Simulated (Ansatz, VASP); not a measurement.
**One calculation of Li3H3N2, two programs**

File INCAR:

```
  PREC = Accurate
  ENCUT = 520
  EDIFF = 1E-7
  ISMEAR = 0
  SIGMA = 0.01
  LREAL = False
  LASPH = True
  NELM = 80
  ALGO = Normal
  ISIF = 2
  LWAVE = False
  LCHARG = False
  GGA = CA
  NBANDS = 21
```

File KPOINTS:

```
Automatic mesh
0
Gamma
  5 5 4
```

Contents of POSCAR:

```
Li3H3N2
1.0
    3.7294630000      0.0000000000      0.0000000000
    0.0000000000      3.4604790000      0.0000000000
   -0.1639040000      0.0000000000      5.1408490000
Li H N
3 3 2
Direct
    0.4582370000      0.0000000000      0.7612630000
    0.9625990000      0.5000000000      0.6834380000
    0.6087300000      0.0000000000      0.3197080000
    0.0391780000      0.2292790000      0.0928740000
    0.3014230000      0.5000000000      0.3672380000
    0.0391780000      0.7707210000      0.0928740000
    0.9492690000      0.0000000000      0.9796920000
    0.4793860000      0.5000000000      0.5269140000
```

Input for Ansatz:

```yaml
crystal:
  lattice:
    - [3.729463, 0.0, 0.0]
    - [0.0, 3.460479, 0.0]
    - [-0.163904, 0.0, 5.140849]
  atoms:
    - { symbol: Li, position: [0.458237, 0.0, 0.761263] }
    - { symbol: Li, position: [0.962599, 0.5, 0.683438] }
    - { symbol: Li, position: [0.60873, 0.0, 0.319708] }
    - { symbol: H, position: [0.039178, 0.229279, 0.092874] }
    - { symbol: H, position: [0.301423, 0.5, 0.367238] }
    - { symbol: H, position: [0.039178, 0.770721, 0.092874] }
    - { symbol: "N", position: [0.949269, 0.0, 0.979692] }
    - { symbol: "N", position: [0.479386, 0.5, 0.526914] }
kpoints:
  mp_grid: { grid: [5, 5, 4] }
hamiltonian:
  xc: lda
scf:
  occupations: { method: fixed }
basis:
  ecutwfc: "470 eV"
output:
  forces: true
  stress: true
```

Alike in both runs: task single point; functional LDA; k mesh 5 × 5 × 4; no spin polarisation.

|  | VASP | Ansatz |
| --- | --- | --- |
| version | VASP 6.6.1 | Ansatz 0.2.0 |
| potentials or method | VASP PAW LDA potentials, release 64 (Li_sv, H, N), cutoff 520 eV | plane waves, PAW |
| occupations | gaussian, width 0.01 eV | fixed |
| valence electrons in the cell | 22 | 22 |

VASP gave:

| Quantity | Value |
| --- | --- |
| rms of the force components (eV/Å) | 0.094 |

Problem. Estimate Ansatz's values.

Solution. rms of the force components (eV/Å): 0.065.

LDA's correlation is that of Perdew and Zunger in VASP and of Perdew and Wang (1992) in Ansatz. Atom by atom the forces differ by 0.039 eV/Å (rms over components).

Noted on VASP's run: the cutoff is short for stress, so the pressure is rough.
